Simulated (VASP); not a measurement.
## SnO2: single point with PBE

SnO2:

```
Sn O
1.0
    -0.05148    2.48712    2.48712
     2.48712   -0.05148    2.48712
     2.48712    2.48712   -0.05148
Sn O
1 2
Direct
  0.00000 0.00000 0.00000
  0.24588 0.24588 0.24588
  0.75412 0.75412 0.75412
```

This cell differs from its parent crystal: strained and its atoms moved.

```yaml
Program: VASP 6.6.1
Task: single point
Functional: PBE
Potentials_or_basis: VASP PAW PBE potentials, release 64 (Sn_d, O)
Cutoff: 520 eV
k_mesh: 12 × 12 × 12
Occupations: gaussian, width 0.1 eV
Spin: no spin polarisation
```

The pressure is 17.2 GPa, the largest force is 0.889 eV/Å and the band gap on the k mesh is 0.57 eV (least direct gap 1.85 eV).

Forces on the atoms (eV/Å):
```
Sn   0.000  0.000  0.000
O    0.513  0.513  0.513
O   -0.513 -0.513 -0.513
```

Stress tensor (GPa, compression positive):
```
17.21  2.23  2.23
 2.23 17.21  2.23
 2.23  2.23 17.21
```

Levels at points of the mesh, in eV from the valence-band top:
```tsv
k point	band 11	band 12	band 13	band 14	band 15	band 16
(0.00, 0.00, 0.00)	-1.80	-1.28	-1.28	0.57	6.88	6.88
(0.50, 0.00, 0.00)	-3.20	-2.38	-2.05	5.06	8.13	10.05
(0.50, 0.50, 0.00)	-0.28	-0.15	-0.15	3.49	7.45	10.05
(0.50, 0.50, 0.50)	-3.70	-2.11	-2.11	5.52	8.21	10.63
```

It took 81 s on 1 thread of Intel(R) Xeon(R) Platinum 8488C (Sapphire Rapids), on a shared host, peak memory 0.24 GiB.

Caveat: the cell differs from its parent crystal (strained and its atoms moved); the cell stands under pressure; spin-orbit coupling is left out, which moves the levels of the heavy elements. A k mesh can miss the band edges.
